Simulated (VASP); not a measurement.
Crystal: Pd.

```
CELL_PARAMETERS angstrom
2.78367 0.00000 0.00000
-1.39183 2.41072 0.00000
0.00000 0.00000 4.62889
ATOMIC_POSITIONS crystal
Pd 0.66667 0.33333 0.75000
Pd 0.33333 0.66667 0.25000
```

```yaml
Program: VASP 6.6.1
Task: relaxation of volume and atoms at fixed shape
Functional: LDA
Potentials_or_basis: VASP PAW LDA potentials, release 64 (Pd)
Cutoff: 600 eV
k_mesh: 17 × 17 × 9
Occupations: gaussian, width 0.05 eV
Spin: no spin polarisation
```

At the start: pressure -15.6 GPa; volume 15.53 Å³/atom.

Problem. How do energy, volume and symmetry change on relaxing?

Solution. Over 4 steps the energy falls by 70.2 meV/atom and the volume is 14.23 Å³/atom (-8.4 %); space group P6_3/mmc (No. 194, to 0.05 Å).

Step by step:
| step | energy change (eV) | largest force (eV/Å) | pressure (GPa) | volume (Å³) |
| --- | --- | --- | --- | --- |
| 1 | 0.0000 | 0.0000 | -15.61 | 31.06 |
| 2 | 0.3124 | 0.0000 | 45.39 | 24.75 |
| 3 | -0.1402 | 0.0000 | -0.78 | 28.54 |
| 4 | -0.1404 | 0.0000 | -0.18 | 28.46 |

Final structure:
```yaml
crystal:
  lattice:
    - [2.70375, 0.00000, 0.00000]
    - [-1.35188, 2.34152, 0.00000]
    - [0.00000, 0.00000, 4.49601]
  atoms:
    - { symbol: Pd, position: [0.66667, 0.33333, 0.75000] }
    - { symbol: Pd, position: [0.33333, 0.66667, 0.25000] }
```
